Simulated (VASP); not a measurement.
TePb: single point with PBE

Crystal: TePb.

```xyz
2
Lattice="0.0000 3.2270 3.2270 3.2270 0.0000 3.2270 3.2270 3.2270 0.0000" Properties=species:S:1:pos:R:3 pbc="T T T"
Te    3.2270    3.2270    3.2270
Pb    0.0000    0.0000    0.1250
```

This cell differs from its parent crystal: all Pb atoms moved +0.125 Å, as atom 2 along Cartesian [0 0 1].

```yaml
Program: VASP 6.6.1
Task: single point
Functional: PBE
Potentials_or_basis: VASP PAW PBE potentials, release 64 (Te, Pb_d)
Cutoff: 520 eV
k_mesh: 8 × 8 × 8
Occupations: gaussian, width 0.05 eV
Spin: no spin polarisation
```

```json
{
  "Pressure": "2.4 GPa",
  "Largest force": "0.114 eV/Å",
  "Band gap on the k mesh": "0.81 eV, direct"
}
```

Forces in eV/Å, atoms in the order of the input:
```
Te   0.000  0.000  0.114
Pb   0.000  0.000 -0.114
```

Stress tensor (GPa, compression positive):
```
2.24 0.00 0.00
0.00 2.24 0.00
0.00 0.00 2.86
```

Levels at points of the mesh, in eV from the valence-band top:
```
           k point  band 7  band 8  band 9  band 10  band 11  band 12  band 13  band 14
(0.00, 0.00, 0.00)   -5.54   -1.35   -1.32    -1.32     4.03     4.03     4.15     5.82
(0.50, 0.00, 0.00)   -8.55   -0.94   -0.88     0.00     0.81     1.31     1.38     8.37
(0.50, 0.50, 0.00)   -7.33   -4.43   -2.79    -2.79     3.31     5.53     5.53     6.80
(0.00, 0.50, 0.50)   -7.25   -4.49   -2.79    -2.77     3.22     5.57     5.61     6.76
```

Run time: 28 s on 1 thread of Intel(R) Xeon(R) Platinum 8559C (Emerald Rapids) (shared host), peak memory 0.24 GiB.

Caveat: the cell differs from its parent crystal (all Pb atoms moved +0.125 Å, as atom 2 along Cartesian [0 0 1]); spin-orbit coupling is left out, which moves the levels of the heavy elements. A k mesh can miss the band edges.
